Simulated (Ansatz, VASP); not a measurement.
## B2AsN: VASP beside Ansatz

```
N B As
1.0
     3.02547    0.00000    0.00000
     0.00000    3.02547    0.00000
     0.00000    0.00000    4.34114
N B As
1 2 1
Direct
  0.00000 0.00000 0.00000
  0.00000 0.50000 0.80318
  0.50000 0.00000 0.19682
  0.50000 0.50000 0.50000
```

Alike in both runs: task single point; functional PBE; k mesh 8 × 8 × 6; occupations fermi-dirac, width 0.02 eV; no spin polarisation.

|  | VASP | Ansatz |
| --- | --- | --- |
| version | VASP 6.6.1 | Ansatz 0.2.0 |
| potentials or method | VASP PAW PBE potentials, release 64 (N, B, As) | plane waves, PAW |
| plane-wave cutoff (eV) | 520 | 420 |
| valence electrons in the cell | 16 | 26 |

Ansatz gave:

- pressure (GPa): -5.6
- rms of the force components (eV/Å): 0.062

Estimate VASP's values.

pressure (GPa): -4.9; rms of the force components (eV/Å): 0.027.

VASP's potentials hold 16 valence electrons a cell and Ansatz's 26, so a difference there can come from the potentials and not from the codes.
